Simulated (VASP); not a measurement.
The system is Ba.

```xyz
3
Lattice="7.0687 0.0000 0.0000 -3.5343 6.1216 0.0000 0.0000 0.0000 4.3331" Properties=species:S:1:pos:R:3 pbc="T T T"
Ba    0.0000    0.0000    0.0000
Ba    0.0000    4.0811    2.1665
Ba    3.5343    2.0405    2.1665
```

This isn't the form of Ba at room conditions, which is bcc.

```yaml
Program: VASP 6.6.1
Task: relaxation of cell and atoms
Functional: RPBE
Potentials_or_basis: VASP PAW PBE potentials, release 64 (Ba_sv)
Cutoff: 600 eV
k_mesh: 5 × 5 × 7
Occupations: fermi-dirac, width 0.1 eV
Spin: no spin polarisation
```

At the start: pressure 1.0 GPa; volume 62.50 Å³/atom.

Q: Where does the relaxation end?

A: Over 6 steps the energy falls by 24.4 meV/atom and the volume is 69.89 Å³/atom (+11.8 %); space group P6/mmm (No. 191, to 0.1 Å) before and after.

The path:
| step | energy change (eV) | largest force (eV/Å) | pressure (GPa) | volume (Å³) |
| --- | --- | --- | --- | --- |
| 1 | 0.0000 | 0.0000 | 0.98 | 187.50 |
| 2 | -0.0537 | 0.0000 | 0.47 | 198.10 |
| 3 | -0.0712 | 0.0000 | -0.14 | 214.07 |
| 4 | -0.0731 | 0.0000 | -0.01 | 210.25 |
| 5 | -0.0731 | 0.0000 | 0.01 | 209.77 |
| 6 | -0.0731 | 0.0000 | 0.01 | 209.67 |

Final structure:
```cif
data_structure
_symmetry_space_group_name_H-M 'P 1'
_symmetry_Int_Tables_number 1
_cell_length_a 7.4079
_cell_length_b 7.4079
_cell_length_c 4.4118
_cell_angle_alpha 90.000
_cell_angle_beta 90.000
_cell_angle_gamma 120.000
_cell_volume 209.67
loop_
_atom_site_label
_atom_site_type_symbol
_atom_site_fract_x
_atom_site_fract_y
_atom_site_fract_z
_atom_site_occupancy
Ba1 Ba 0.00000 0.00000 0.00000 1
Ba2 Ba 0.33333 0.66667 0.50000 1
Ba3 Ba 0.66667 0.33333 0.50000 1
```

Caveat: the PAW data sets were made with another functional, which shifts forces and pressure a little.
